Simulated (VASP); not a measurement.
Wanted: the native input for a VASP 6.6.1 run.

* Task: single point
* Functional: PBEsol
* Potentials or basis: VASP PAW PBE potentials, release 64 (B, N)
* Cutoff: 520 eV
* k mesh: 8 × 8 × 5
* Occupations: gaussian, width 0.01 eV
* Spin: no spin polarisation
* Dipole correction: no
* Further INCAR settings: ALGO = Normal; EDIFF = 1e-06; NBANDS = 16

The structure of BN lies in POSCAR:

```
BN
1.0
    2.5569596282      0.0000000000      0.0000000000
   -1.2784798141      2.2143915670      0.0000000000
    0.0000000000      0.0000000000      4.2337040531
B N
2 2
Direct
    0.6666666667      0.3333333333      0.0000000000
    0.3333333333      0.6666666667      0.5000000000
    0.6666666667      0.3333333333      0.3750000000
    0.3333333333      0.6666666667      0.8750000000
```

The input as run:

INCAR

```
ALGO = Normal
EDIFF = 1E-6
ENCUT = 520
GGA = PS
ISIF = 2
ISMEAR = 0
LASPH = True
LCHARG = False
LREAL = False
LWAVE = False
NBANDS = 16
NELM = 60
PREC = Accurate
SIGMA = 0.01
```

KPOINTS

```
k-points
0
Gamma
  8 8 5
```

Potentials or basis: VASP PAW PBE potentials, release 64 (B, N).

Launch:

```console
$ cat potpaw_PBE.64/B/POTCAR potpaw_PBE.64/N/POTCAR > POTCAR
$ mpirun -np 1 vasp_std > vasp.out
```

It gave:

* Pressure: -6.8 GPa
* Largest force: 0.040 eV/Å
* Band gap on the k mesh: 5.33 eV, indirect (least direct gap 8.13 eV)

Caveat: the PAW data sets were made with another functional, which shifts forces and pressure a little.

It took 8.9 s on 1 thread of Intel(R) Xeon(R) 6975P-C (Granite Rapids), on a shared host, peak memory 0.13 GiB.
